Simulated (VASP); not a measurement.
Here is a VASP 6.6.1 calculation.

INCAR

```
PREC     = Accurate       # precision mode
ENCUT    = 520            # plane-wave cutoff, eV
EDIFF    = 1E-7           # SCF threshold, eV
ISMEAR   = 0              # smearing method
SIGMA    = 0.1            # smearing width, eV
LREAL    = False          # projectors in reciprocal space
LASPH    = True           # aspherical terms in the spheres
NELM     = 100            # most SCF steps
ALGO     = Normal         # electronic algorithm
ISIF     = 2              # what is computed and relaxed
LWAVE    = False          # write WAVECAR
LCHARG   = False          # write CHGCAR
GGA      = PE             # functional
NBANDS   = 18             # bands
```

The input KPOINTS:

```
regular mesh
0
Gamma
  4 4 6
```

The input POSCAR:

```
LiC4
1.0
    2.9984768755     -3.1440780155      0.0000000000
    2.9984768755      3.1440780155      0.0000000000
    0.0000000000      0.0000000000      2.3741441037
Li C
1 4
Direct
    0.0000000000      0.0000000000      0.0000000000
    0.6239896810      0.3760103190      0.0000000000
    0.3760103190      0.6239896810      0.0000000000
    0.6674876289      0.6674876289      0.5000000000
    0.3325123711      0.3325123711      0.5000000000
```

Potentials or basis: VASP PAW PBE potentials, release 64 (Li_sv, C).

Command:

```sh
$ cat potpaw_PBE.64/Li_sv/POTCAR potpaw_PBE.64/C/POTCAR > POTCAR
$ mpirun -np 1 vasp_std > vasp.out
```

Problem. Estimate the largest force.

Solution. 0.103 eV/Å.

Forces on the atoms (eV/Å):
```
Li   0.000  0.000  0.000
C    0.000 -0.103  0.000
C    0.000  0.103  0.000
C    0.053  0.000  0.000
C   -0.053  0.000  0.000
```

Caveat: the k points lie up to 0.44 Å⁻¹ apart.
